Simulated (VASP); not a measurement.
A run of VASP 6.6.1:

INCAR

```
SYSTEM = S
PREC     = Accurate       ! precision mode
ENCUT    = 600            ! plane-wave cutoff, eV
EDIFF    = 1E-6           ! SCF threshold, eV
ISMEAR   = 0              ! smearing method
SIGMA    = 0.05           ! smearing width, eV
LREAL    = .FALSE.        ! projectors in reciprocal space
LASPH    = .TRUE.         ! aspherical terms in the spheres
NELM     = 100            ! most SCF steps
ALGO     = Normal         ! electronic algorithm
ISIF     = 3              ! what is computed and relaxed
LWAVE    = .FALSE.        ! write WAVECAR
LCHARG   = .FALSE.        ! write CHGCAR
GGA      = PE             ! functional
IBRION   = 2              ! ionic algorithm
NSW      = 60             ! ionic steps
EDIFFG   = -0.02          ! ionic threshold
```

Contents of KPOINTS:

```
regular mesh
0
G
  18 18 18
  0 0 0
```

POSCAR

```
S
1.0
   -1.5773888945      1.5773888945      1.5773888945
    1.5773888945     -1.5773888945      1.5773888945
    1.5773888945      1.5773888945     -1.5773888945
S
1
Direct
    0.0000000000      0.0000000000      0.0000000000
```

Potentials or basis: VASP PAW PBE potentials, release 64 (S).

The run is started by

```console
$ cat potpaw_PBE.64/S/POTCAR > POTCAR
$ mpirun -np 1 vasp_std > vasp.out
```

Hardware: 1 thread of Intel(R) Xeon(R) 6975P-C (Granite Rapids) (shared host).

Q: Estimate the wall time of this run.

A: Wall time 7.1 s on 1 thread of Intel(R) Xeon(R) 6975P-C (Granite Rapids), with other jobs on the host, peak memory 0.14 GiB. Counts: scf iterations 10, k points 195, ion steps 1.
